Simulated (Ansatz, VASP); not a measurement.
**Rb: VASP beside Ansatz**

Contents of INCAR:

```
  ALGO = Normal
  EDIFF = 1E-6
  ENCUT = 520
  GGA = PE
  ISIF = 2
  ISMEAR = -1
  LASPH = True
  LCHARG = False
  LREAL = False
  LWAVE = False
  NBANDS = 10
  NELM = 60
  PREC = Accurate
  SIGMA = 0.1
```

File KPOINTS:

```
k-points
0
Gamma
  9 9 9
```

File POSCAR:

```
Rb
1.0
    0.0000000000      3.6693983756      3.6693983756
    3.6693983756      0.0000000000      3.6693983756
    3.6693983756      3.6693983756      0.0000000000
Rb
1
Direct
    0.0000000000      0.0000000000      0.0000000000
```

Input for Ansatz:

```yaml
crystal:
  lattice:
    - [0.0, 3.6693983756, 3.6693983756]
    - [3.6693983756, 0.0, 3.6693983756]
    - [3.6693983756, 3.6693983756, 0.0]
  atoms:
    - { symbol: Rb, position: [0.0, 0.0, 0.0] }
hamiltonian:
  xc: pbe
  pseudopotentials:
    kind: paw
    azcp:
      Rb: "pseudopotentials/Rb.paw.azcp"
basis:
  ecutwfc: 420
  fft_grid_basis: typed
kpoints:
  mp_grid: { grid: [9, 9, 9], shift: [0, 0, 0] }
magnetization:
  spin_polarized: false
scf:
  occupations: { method: fermi_dirac, width: 0.1 }
  lower_state_search: "off"
output:
  stress: true
```

Alike in both runs: task single point; functional PBE; k mesh 9 × 9 × 9; occupations fermi-dirac, width 0.1 eV; no spin polarisation.

|  | VASP | Ansatz |
| --- | --- | --- |
| version | VASP 6.6.1 | Ansatz 0.2.0 |
| potentials or method | VASP PAW PBE potentials, release 64 (Rb_sv), cutoff 520 eV | plane waves (420 eV) with PAW, scalar-relativistic |
| valence electrons in the cell | 9 | 9 |

```tsv
	VASP	Ansatz	Ansatz less VASP
pressure (GPa)	-0.2	-0.2	0.00
```
